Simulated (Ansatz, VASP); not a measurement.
# Two plane-wave programs on LiBr

The input POSCAR:

```
LiBr
1.0
    0.0000000000      2.7506500000      2.7506500000
    2.7506500000      0.0000000000      2.7506500000
    2.7506500000      2.7506500000      0.0000000000
Li Br
1 1
Direct
    0.0000000000      0.0000000000      0.0000000000
    0.5000000000      0.5000000000      0.5000000000
```

INCAR.step1

```
SYSTEM = LiBr
PREC     = Accurate       ! precision mode
ENCUT    = 830            ! plane-wave cutoff, eV
ISMEAR   = 0              ! smearing method
SIGMA    = 0.02           ! smearing width, eV
LREAL    = .False.        ! projectors in reciprocal space
LASPH    = .True.         ! aspherical terms in the spheres
NELM     = 120            ! most SCF steps
GGA      = PE             ! functional
ALGO     = Normal         ! electronic algorithm
EDIFF    = 1E-5           ! SCF threshold, eV
LWAVE    = .True.         ! write WAVECAR
LCHARG   = .False.        ! write CHGCAR
GGA_COMPAT= .False.      
IBRION   = 2              ! ionic algorithm
ISIF     = 3              ! what is computed and relaxed
EDIFFG   = -0.005         ! ionic threshold
NELMIN   = 4            
NSW      = 100            ! ionic steps
```

INCAR.step2

```
SYSTEM = LiBr
PREC     = Accurate       ! precision mode
ENCUT    = 830            ! plane-wave cutoff, eV
EDIFF    = 1E-7           ! SCF threshold, eV
ISMEAR   = 0              ! smearing method
SIGMA    = 0.02           ! smearing width, eV
LREAL    = .False.        ! projectors in reciprocal space
LASPH    = .True.         ! aspherical terms in the spheres
NELM     = 120            ! most SCF steps
ALGO     = Normal         ! electronic algorithm
ISIF     = 3              ! what is computed and relaxed
LWAVE    = .False.        ! write WAVECAR
LCHARG   = .False.        ! write CHGCAR
METAGGA  = R2SCAN         ! meta-GGA
LMIXTAU  = .True.       
IBRION   = 2              ! ionic algorithm
NSW      = 100            ! ionic steps
EDIFFG   = -0.005         ! ionic threshold
ISTART   = 1            
GGA_COMPAT= .False.      
NELMIN   = 4
```

KPOINTS

```
Automatic mesh
0
Gamma
  8 8 8
  0 0 0
```

Input for Ansatz:

```yaml
crystal:
  lattice:
    - [0.0, 2.75065, 2.75065]
    - [2.75065, 0.0, 2.75065]
    - [2.75065, 2.75065, 0.0]
  atoms:
    - { symbol: Li, position: [0.0, 0.0, 0.0] }
    - { symbol: Br, position: [0.5, 0.5, 0.5] }
basis:
  ecutwfc: 500
kpoints:
  mp_grid: { grid: [8, 8, 8] }
hamiltonian:
  xc: r2scan
scf:
  occupations: { method: gaussian, width: 0.02 }
output:
  forces: true
  stress: true
  eigenvalues: true
relax:
  adjacent_minimum: "off"
  f_tol: 0.005
  max_steps: 80
  cell: { stress_tol: 0.05 }
```

Alike in both runs: task relaxation of cell and atoms; functional r2SCAN; k mesh 8 × 8 × 8; occupations gaussian, width 0.02 eV; no spin polarisation.

|  | VASP | Ansatz |
| --- | --- | --- |
| version | VASP 6.6.1 | Ansatz 0.2.0 |
| potentials or method | VASP PAW PBE potentials, release 64 (Li_sv, Br), cutoff 830 eV | scalar-relativistic, plane waves, PAW |
| valence electrons in the cell | 10 | 10 |

|  | VASP | Ansatz | Ansatz less VASP |
| --- | --- | --- | --- |
| gap on the k mesh at the Fermi level, each at its own relaxed structure (eV) | 5.98 | 5.88 | -0.105 |
| relaxed volume (Å³/atom) | 20.33 | 20.56 | +0.237 |
| relaxed cell length with the largest relative difference (Å) | 3.860 | 3.875 | +0.0149 |

VASP's potentials were made for PBE, not for r2SCAN.
